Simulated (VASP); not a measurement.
Input of a VASP 6.6.1 run:

File POSCAR:

```
AlN
1.0
    0.0000000000      2.0853809500      1.9327921000
    2.0853809500      0.0000000000      1.9327921000
    2.0853809500      2.0853809500      0.0000000000
Al N
1 1
Direct
    0.5000000000      0.5000000000      0.5000000000
    0.0000000000      0.0000000000      0.0000000000
```

Contents of INCAR.step1:

```
ALGO = Normal ; EDIFF = 1E-4
ENCUT = 520 ; GGA = PE
ISMEAR = 0 ; LASPH = True
LCHARG = False ; LREAL = False
LWAVE = True ; NBANDS = 11
NELM = 100 ; PREC = Accurate
SIGMA = 0.05
```

Contents of INCAR.step2:

```
ALGO = Normal ; EDIFF = 1E-6
ENCUT = 520 ; ISIF = 2
ISMEAR = 0 ; ISTART = 1
LASPH = True ; LCHARG = True
LELF = True ; LMIXTAU = True
LREAL = False ; LVHAR = True
LWAVE = False ; METAGGA = R2SCAN
NBANDS = 11 ; NELM = 100
PREC = Accurate ; SIGMA = 0.05
```

File KPOINTS:

```
k-points
0
Gamma
  10 10 10
```

Potentials or basis: VASP PAW PBE potentials, release 64 (Al, N).

The run is started by

```console
$ cat potpaw_PBE.64/Al/POTCAR potpaw_PBE.64/N/POTCAR > POTCAR
$ cp INCAR.step1 INCAR
$ mpirun -np 1 vasp_std > vasp.out
$ cp INCAR.step2 INCAR
$ mpirun -np 1 vasp_std > vasp.out
```

**Question.** Predict the pressure.

**Answer.** -3.5 GPa.

**Question.** What does it give for the band gap on the k mesh?

**Answer.** 4.80 eV (least direct gap 5.97 eV).

Stress tensor (GPa, compression positive):
```
-10.99   0.00   0.00
  0.00 -10.99   0.00
  0.00   0.00  11.62
```

Caveat: the cell differs from its parent crystal (strain +0.025 along x and y, -0.050 along z); the cell stands under tension; the PAW data sets were made with another functional, which shifts forces and pressure a little. A k mesh can miss the band edges.
